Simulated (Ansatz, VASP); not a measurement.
## Ta3N: VASP beside Ansatz

```xyz
4
Lattice="3.0523 0.0000 0.0000 -1.5262 2.6434 0.0000 0.0000 0.0000 7.5740" Properties=species:S:1:pos:R:3 pbc="T T T"
Ta    1.5262    0.8811    6.2566
Ta    0.0000    1.7622    1.3173
Ta    0.0000    0.0000    3.7870
N     0.0000    0.0000    0.0000
```

Alike in both runs: task single point; functional LDA; k mesh 10 × 10 × 4; occupations fermi-dirac, width 0.05 eV; no spin polarisation.

```csv
,VASP,Ansatz
version,VASP 6.6.1,Ansatz 0.2.0
potentials or method,"VASP PAW LDA potentials, release 64 (Ta_pv, N)",Ansatz PAW
plane-wave cutoff (eV),520,420
valence electrons in the cell,38,44
```

Ansatz gave:

- gap on the k mesh at the Fermi level (eV): none
- pressure (GPa): -17.5
- traceless stress, the component that is largest in VASP (GPa): 0.32
- rms of the force components (eV/Å): 0.263

Question: Which values does VASP return?

Answer: gap on the k mesh at the Fermi level (eV): none; pressure (GPa): -16.5; traceless stress, the component that is largest in VASP (GPa): 0.37; rms of the force components (eV/Å): 0.244.

LDA's correlation is that of Perdew and Zunger in VASP and of Perdew and Wang (1992) in Ansatz. Atom by atom the forces differ by 0.019 eV/Å (rms over components). A gap of «none» marks a metal or a gap that the smearing closes. VASP's potentials hold 38 valence electrons a cell and Ansatz's 44, so a difference there can come from the potentials and not from the codes.

Spin-orbit coupling is off throughout.
